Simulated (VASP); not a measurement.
# Mo (I4_1/amd) in VASP: relaxation of cell and atoms with PBE

Aim: the relaxation of cell and atoms of Mo with PBE.

All numbers are computed with VASP 6.6.1; they aren't measurements. Logs are shortened: lines on timing, memory, paths and dates and some standing lists are left out, and cuts for length are marked.

### Step 1. The cell of the first run

It takes space group I4_1/amd (No. 141, tetragonal). The conventional cell has a = 5.070 Å, b = 5.070 Å, c = 2.647 Å, α = 90.00°, β = 90.00°, γ = 90.00°. Mo (site symmetry -4m2) has 10 Mo at 2.62 to 3.22 Å within 3.5 Å.

### Step 2. Relaxation of cell and atoms, PBE, target pressure -1.3 GPa, at which the enthalpy is minimised

File INCAR:

```
SYSTEM = Mo
PREC = Accurate
ENCUT = 600
EDIFF = 1E-6
ISMEAR = -1
SIGMA = 0.08
LREAL = .FALSE.
LASPH = .TRUE.
NELM = 60
ALGO = Normal
ISIF = 3
LWAVE = .FALSE.
LCHARG = .FALSE.
GGA = PE
IBRION = 2
NSW = 32
EDIFFG = -0.005
PSTRESS = -13.0
```

File KPOINTS:

```
Automatic mesh
0
G
  16 16 16
  0 0 0
```

File POSCAR:

```
Mo
1.0
   -2.5347666472      2.5347666472      1.3232624363
    2.5347666472     -2.5347666472      1.3232624363
    2.5347666472      2.5347666472     -1.3232624363
Mo
2
Direct
   -0.3750000000     -0.1250000000     -0.2500000000
    0.3750000000      0.1250000000      0.2500000000
```

Potentials or basis: VASP PAW PBE potentials, release 64 (Mo_sv).

The run is started by

```bash
$ cat potpaw_PBE.64/Mo_sv/POTCAR > POTCAR
$ mpirun -np 1 vasp_std > vasp.out
```

OUTCAR:

```text
SYSTEM = Mo
   PREC = Accurate
   ENCUT = 600
   EDIFF = 1E-6
   ISMEAR = -1
   LREAL = .FALSE.
   LASPH = .TRUE.
   NELM = 60
   ISIF = 3
   GGA = PE
   IBRION = 2
   NSW = 32
   EDIFFG = -0.005
   PSTRESS = -13.0

 ion  position               nearest neighbor table
   1  0.625  0.875  0.750-   2 2.62   2 2.62   2 2.62   2 2.62   2 3.22   2 3.22   2 3.22   2 3.22

   2  0.375  0.125  0.250-   1 2.62   1 2.62   1 2.62   1 2.62   1 3.22   1 3.22   1 3.22   1 3.22

  LATTYP: Found a body centered tetragonal cell.
 ALAT       =     5.0695332944
 C/A-ratio  =     0.5220450718

  Lattice vectors:

 A1 = (  -2.5347666472,   2.5347666472,   1.3232624363)
 A2 = (   2.5347666472,  -2.5347666472,   1.3232624363)
 A3 = (   2.5347666472,   2.5347666472,  -1.3232624363)

Analysis of symmetry for initial positions (statically):
=====================================================================
 Subroutine PRICEL returns:
 Original cell was already a primitive cell.

 Routine SETGRP: Setting up the symmetry group for a
 body centered tetragonal supercell.

 Subroutine GETGRP returns: Found 16 space group operations
 (whereof  4 operations were pure point group operations)
 out of a pool of 16 trial point group operations.

The static configuration has the point symmetry C_2h.
 The point group associated with its full space group is D_4h.

Analysis of symmetry for dynamics (positions and initial velocities):
=====================================================================
 Subroutine PRICEL returns:
 Original cell was already a primitive cell.

 Routine SETGRP: Setting up the symmetry group for a
 body centered tetragonal supercell.

 Subroutine GETGRP returns: Found 16 space group operations
 (whereof  4 operations were pure point group operations)
 out of a pool of 16 trial point group operations.

The dynamic configuration has the point symmetry C_2h.
 The point group associated with its full space group is D_4h.

 Subroutine INISYM returns: Found 16 space group operations
 (whereof  4 operations are pure point group operations),
 and found     1 'primitive' translations

----------------------------------------------------------------------------------------

                                     Primitive cell

  volume of cell :      34.0081

  direct lattice vectors                    reciprocal lattice vectors
    -2.534766647  2.534766647  1.323262436     0.000000000  0.197256817  0.377853997
     2.534766647 -2.534766647  1.323262436     0.197256817  0.000000000  0.377853997
     2.534766647  2.534766647 -1.323262436     0.197256817  0.197256817  0.000000000

  length of vectors
     3.821139540  3.821139540  3.821139540     0.426243938  0.426243938  0.278963266

  position of ions in fractional coordinates (direct lattice)
     0.625000000  0.875000000  0.750000000
     0.375000000  0.125000000  0.250000000

  ion indices of the primitive-cell ions
   primitive index   ion index
                 1           1
                 2           2

----------------------------------------------------------------------------------------

 KPOINTS: Automatic mesh

Automatic generation of k-mesh.
 Grid dimensions read from file:
 generate k-points for:   16   16   16

 Generating k-lattice:

  Cartesian coordinates                     Fractional coordinates (reciprocal lattice)
     0.000000000  0.012328551  0.023615875     0.062500000  0.000000000  0.000000000
     0.012328551  0.000000000  0.023615875     0.000000000  0.062500000  0.000000000
     0.012328551  0.012328551  0.000000000     0.000000000  0.000000000  0.062500000

  Length of vectors
     0.026640246  0.026640246  0.017435204

  Shift w.r.t. Gamma in fractional coordinates (k-lattice)
     0.000000000  0.000000000  0.000000000

 Subroutine IBZKPT returns following result:
 ===========================================

 Found    349 irreducible k-points:

 Following reciprocal coordinates:
            Coordinates               Weight
  0.000000  0.000000  0.000000      1.000000
  0.062500  0.000000 -0.000000      8.000000
  0.125000  0.000000 -0.000000      8.000000
  0.187500  0.000000 -0.000000      8.000000
  0.250000  0.000000 -0.000000      8.000000
  0.312500  0.000000 -0.000000      8.000000
[... 16 lines left out ...]
 -0.125000  0.062500  0.000000     16.000000
 -0.062500  0.062500  0.000000      4.000000
 [... further k-points ...]
   k-points           NKPTS =    349   k-points in BZ     NKDIM =    349   number of bands    NBANDS=     18
   number of dos      NEDOS =    301   number of ions     NIONS =      2
   total plane-waves  NPLWV =  32768
   dimension x,y,z NGX =    32 NGY =   32 NGZ =   32
   dimension x,y,z NGXF=    64 NGYF=   64 NGZF=   64
   ions per type =               2
   NGX,Y,Z   is equivalent  to a cutoff of  13.92, 13.92, 13.92 a.u.
   NGXF,Y,Z  is equivalent  to a cutoff of  27.84, 27.84, 27.84 a.u.
 SYSTEM =  Mo
   PREC   = accura    normal or accurate (medium, high low for compatibility)
   ISTART =      0    job   : 0-new  1-cont  2-samecut
   ICHARG =      2    charge: 1-file 2-atom 10-const
   ISPIN  =      1    spin polarized calculation?
   LNONCOLLINEAR =      F non collinear calculations
   LSORBIT =      F    spin-orbit coupling
   LASPH  =      T    aspherical Exc in radial PAW
   ENCUT  =  600.0 eV  44.10 Ry    6.64 a.u.   7.63  7.63  7.63*2*pi/ulx,y,z
   NELM   =     60;   NELMIN=  2; NELMDL= -5     # of ELM steps
   EDIFF  = 0.1E-05   stopping-criterion for ELM
   LREAL  =      F    real-space projection
   EDIFFG = -.5E-02   stopping-criterion for IOM
   NSW    =     32    number of steps for IOM
   IBRION =      2    ionic relax: 0-MD 1-quasi-New 2-CG
   NFREE  =      1    steps in history (QN), initial steepest desc. (CG)
   ISIF   =      3    stress and relaxation
   ISYM   =      2    0-nonsym 1-usesym 2-fastsym
   POTIM  = 0.5000    time-step for ionic-motion
   TEBEG  =    0.0;   TEEND  =   0.0 temperature during run
   PSTRESS=  -13.0 pullay stress
   NELECT =      28.0000    total number of electrons
   NUPDOWN=      -1.0000    fix difference up-down
   EMIN   =  10.00;   EMAX   =-10.00  energy-range for DOS
   EFERMI =   0.00;   METHOD = LEGACY
   ISMEAR =    -1;   SIGMA  =   0.08  broadening in eV -4-tet -1-fermi 0-gaus
   EFERMI_NEDOS =   21; number of points for ismear=-14 and -15
   IALGO  =     38    algorithm
   IMIX   =      4    mixing-type and parameters
     AMIX     =   0.40;   BMIX     =  1.00
     AMIX_MAG =   1.60;   BMIX_MAG =  1.00
  volume/ion in A,a.u.               =      17.00       114.75
  Fermi-wavevector in a.u.,A,eV,Ry     =   1.534382  2.899562 32.032583  2.354328
  Thomas-Fermi vector in A             =   2.641318
   LORBIT       =      0    0 simple, 1 ext, 2 COOP (PROOUT), +10 PAW based schemes
   GGA     = PE    functional components
   LHFCALC =     F    Hartree Fock is set to
   AEXX    =    0.0000 exact exchange contribution
   IVDW    =     0    specifies the selected vdW correction
   LEPSILON=     F    determine dielectric tensor
   LRPA    =     F    only Hartree local field effects (RPA)
 conjugate gradient relaxation of ions
 non-spin polarized calculation
  energy-cutoff  :      600.00
  volume of cell :       34.01
 maximum number of plane-waves:      1154
   NGX = 15   NGY = 15   NGZ = 15

--------------------------------------- Ionic step        1  -------------------------------------------

 number of electron      28.0000003 magnetization

 Free energy of the ion-electron system (eV)
  ---------------------------------------------------
  ext. energy  EPLUGINS =         0.00000000
  ---------------------------------------------------
  free energy    TOTEN  =       -20.22055909 eV

  energy without entropy =      -20.17818997  energy(sigma->0) =      -20.19937453

------------------------ aborting loop because EDIFF is reached ----------------------------------------

  FORCE on cell =-STRESS in cart. coord.  units (eV):
  Direction    XX          YY          ZZ          XY          YZ          ZX
  --------------------------------------------------------------------------------------
  -------------------------------------------------------------------------------------
  Total       -0.1975660     -0.1975660     -0.1954274      0.0000000     -0.0000000      0.0000000
  in kB       -9.3076693     -9.3076693     -9.2069124      0.0000000     -0.0000000      0.0000000
  external PRESSURE =       3.7259163 kB  Pullay stress =     -13.0000000 kB

 VOLUME and BASIS-vectors are now :
 -----------------------------------------------------------------------------
  energy-cutoff  :      600.00
  volume of cell :       34.01
      direct lattice vectors                 reciprocal lattice vectors
    -2.534766647  2.534766647  1.323262436     0.000000000  0.197256817  0.377853997
     2.534766647 -2.534766647  1.323262436     0.197256817  0.000000000  0.377853997
     2.534766647  2.534766647 -1.323262436     0.197256817  0.197256817  0.000000000
[... 46 lines left out ...]
  FREE ENERGIE OF THE ION-ELECTRON SYSTEM (eV)
  ---------------------------------------------------
  free  energy   TOTEN  =       -20.2187362912 eV

  energy  without entropy=      -20.1759897800  energy(sigma->0) =      -20.19736304

  enthalpy is  TOTEN    =       -20.4962585558 eV   P V=       -0.2775222646

--------------------------------------- Ionic step        3  -------------------------------------------

 number of electron      28.0000004 magnetization

 Free energy of the ion-electron system (eV)
  ---------------------------------------------------
  ext. energy  EPLUGINS =         0.00000000
  ---------------------------------------------------
  free energy    TOTEN  =       -20.22012036 eV

  energy without entropy =      -20.17762888  energy(sigma->0) =      -20.19887462

 E-fermi :  11.2013     XC(G=0): -12.8053

 val. band max:       11.1975656169   @ k =   0.2500   0.1250   0.0625
 cond. band min:      11.2069042640   @ k =   0.5000   0.2500   0.1250
 fundamental gap:      0.0093386471
 Fermi energy:        11.2012596252

 k-point     1 :       0.0000    0.0000    0.0000
  band No.  band energies     occupation
      1     -49.8754      2.00000
      2     -49.4960      2.00000
      3     -24.3618      2.00000
      4     -24.3618      2.00000
      5     -23.2011      2.00000
      6     -23.2011      2.00000
[... 10 lines left out ...]
     17      12.9977      0.00000
     18      14.9997      0.00000
[... 463 lines left out ...]
 k-point    24 :      -0.0625    0.0625    0.0000
  band No.  band energies     occupation
      1     -49.8717      2.00000
      2     -49.4996      2.00000
      3     -24.3529      2.00000
      4     -24.3524      2.00000
      5     -23.2298      2.00000
      6     -23.2148      2.00000
[... 10 lines left out ...]
     17      13.0269      0.00000
     18      14.9228      0.00000

 [... further k-points ...]
[... 5 lines left out ...]
  --------------------------------------------------------------------------------------
  -------------------------------------------------------------------------------------
  Total       -0.2775301     -0.2775301     -0.2782716      0.0000000     -0.0000000      0.0000000
  in kB      -13.0506651    -13.0506651    -13.0855380      0.0000000     -0.0000000      0.0000000
  external PRESSURE =      -0.0622894 kB  Pullay stress =     -13.0000000 kB

 VOLUME and BASIS-vectors are now :
 -----------------------------------------------------------------------------
  energy-cutoff  :      600.00
  volume of cell :       34.07
      direct lattice vectors                 reciprocal lattice vectors
    -2.536321095  2.536321095  1.324096072     0.000000000  0.197135923  0.377616104
     2.536321095 -2.536321095  1.324096072     0.197135923  0.000000000  0.377616104
     2.536321095  2.536321095 -1.324096072     0.197135923  0.197135923  0.000000000

 POSITION                                       TOTAL-FORCE (eV/Angst)
 -----------------------------------------------------------------------------------
      2.53632      1.26816      0.99307         0.000000     -0.000000      0.000000
     -0.00000      1.26816      0.33102        -0.000000      0.000000     -0.000000
 -----------------------------------------------------------------------------------
    total drift:                                0.000000     -0.000000      0.000000

  FREE ENERGIE OF THE ION-ELECTRON SYSTEM (eV)
  ---------------------------------------------------
  free  energy   TOTEN  =       -20.2201203646 eV

  energy  without entropy=      -20.1776288763  energy(sigma->0) =      -20.19887462

  enthalpy is  TOTEN    =       -20.4965729947 eV   P V=       -0.2764526302

 reached required accuracy - stopping structural energy minimisation
```

Run time: 5.1 min. Hardware: 1 thread of Intel Xeon Platinum 8259CL at 2.50GHz (Skylake/Cascade Lake), shared host; peak memory 0.34 GiB.

Results:

```
Free energy                                                : -20.2201 eV
Relaxed volume                                             : 17.04 Å³/atom
Relaxed cell                                               : a = 3.823 Å, b = 3.823 Å, c = 3.823 Å, α = 96.89°, β = 96.89°, γ = 139.48°
Space group after relaxing (to 0.1 Å)                      : I4_1/amd (No. 141)
Energy change on relaxing (the run minimises the enthalpy) : +0.2 meV/atom
Ionic steps                                                : 3
Pressure after relaxing                                    : -1.3 GPa
Band gap on the k mesh                                     : zero (bands 14 and 15 overlap by 2.79 eV)
```

Step by step:
```tsv
step	energy change (eV)	largest force (eV/Å)	pressure (GPa)	volume (Å³)
1	0.0000	0.0000	-0.93	34.01
2	0.0018	0.0000	-2.06	34.20
3	0.0004	0.0000	-1.31	34.07
```

Final structure:
```
Mo
1.0
    -2.53632    2.53632    1.32410
     2.53632   -2.53632    1.32410
     2.53632    2.53632   -1.32410
Mo
2
Cartesian
  2.5363 1.2682 0.9931
  0.0000 1.2682 0.3310
```

Caveat: the cell is relaxed towards a set pressure, so the run minimises the enthalpy, not the energy.
